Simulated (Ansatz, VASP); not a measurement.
**Pt in VASP and in Ansatz**

The input INCAR:

```
PREC     = Accurate       # precision mode
ENCUT    = 520            # plane-wave cutoff, eV
EDIFF    = 1E-6           # SCF threshold, eV
ISMEAR   = -1             # smearing method
SIGMA    = 0.1            # smearing width, eV
LREAL    = False          # projectors in reciprocal space
LASPH    = True           # aspherical terms in the spheres
NELM     = 100            # most SCF steps
ALGO     = Normal         # electronic algorithm
ISIF     = 2              # what is computed and relaxed
LWAVE    = False          # write WAVECAR
LCHARG   = False          # write CHGCAR
GGA      = RE             # functional
NBANDS   = 11             # bands
```

Contents of KPOINTS:

```
regular mesh
0
Gamma
  22 22 22
```

POSCAR

```
Pt
1.0
    0.0000000000      2.0705940012      2.0705940012
    2.0705940012      0.0000000000      2.0705940012
    2.0705940012      2.0705940012      0.0000000000
Pt
1
Direct
    0.0000000000      0.0000000000      0.0000000000
```

Input for Ansatz:

```yaml
crystal:
  lattice:
    - [0.0, 2.0705940015, 2.0705940015]
    - [2.0705940015, 0.0, 2.0705940015]
    - [2.0705940015, 2.0705940015, 0.0]
  atoms:
    - { symbol: Pt, position: [0.0, 0.0, 0.0] }
hamiltonian:
  xc: revpbe
  pseudopotentials:
    kind: paw
    azcp:
      Pt: "pseudopotentials/Pt.paw.azcp"
basis:
  ecutwfc: 420
  fft_grid_basis: typed
kpoints:
  mp_grid: { grid: [22, 22, 22], shift: [0, 0, 0] }
magnetization:
  spin_polarized: false
scf:
  occupations: { method: fermi_dirac, width: 0.1 }
output:
  stress: true
```

Alike in both runs: task single point; functional revPBE; k mesh 22 × 22 × 22; occupations fermi-dirac, width 0.1 eV; no spin polarisation.

|  | VASP | Ansatz |
| --- | --- | --- |
| version | VASP 6.6.1 | Ansatz 0.2.0 |
| potentials or method | VASP PAW PBE potentials, release 64 (Pt), cutoff 520 eV | plane waves (420 eV) with PAW, scalar-relativistic |
| valence electrons in the cell | 10 | 18 |

Ansatz gave:

- pressure (GPa): -19.2

Task: Which values does VASP return?

Result: Pressure (GPa): -19.5.

VASP's potentials were made for PBE, not for revPBE. With one functional, cell and mesh, what is left measures potentials, basis and numerics. VASP's potentials hold 10 valence electrons a cell and Ansatz's 18, so a difference there can come from the potentials and not from the codes.

Spin-orbit coupling is off throughout.
